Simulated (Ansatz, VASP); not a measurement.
# CdF2: VASP beside Ansatz

```
CELL_PARAMETERS angstrom
0.00000 2.69400 2.69400
2.69400 0.00000 2.69400
2.69400 2.69400 0.00000
ATOMIC_POSITIONS crystal
Cd 0.01205 0.01205 0.01205
F 0.25000 0.25000 0.25000
F 0.75000 0.75000 0.75000
```

Change from the starting cell: all Cd atoms moved +0.113 Å, as atom 1 along Cartesian [1 1 1].

Alike in both runs: task single point; functional LDA; k mesh 8 × 8 × 8; occupations gaussian, width 0.05 eV; no spin polarisation.

|  | VASP | Ansatz |
| --- | --- | --- |
| version | VASP 6.6.1 | Ansatz 0.2.0 |
| potentials or method | VASP PAW LDA potentials, release 64 (Cd_sv_GW, F), cutoff 600 eV | scalar-relativistic, plane waves, PAW |
| valence electrons in the cell | 34 | 34 |

```tsv
	VASP	Ansatz	Ansatz less VASP
gap on the k mesh at the Fermi level (eV)	2.83	2.83	-0.002
least direct gap on the mesh (eV)	3.30	3.30	-0.008
pressure (GPa)	-5.6	-5.0	+0.58
traceless stress, the component that is largest in VASP (GPa)	0.44	0.42	-0.013
rms of the force components (eV/Å)	0.222	0.215	-0.0074
```

LDA's correlation is that of Perdew and Zunger in VASP and of Perdew and Wang (1992) in Ansatz. Atom by atom the forces differ by 0.007 eV/Å (rms over components).
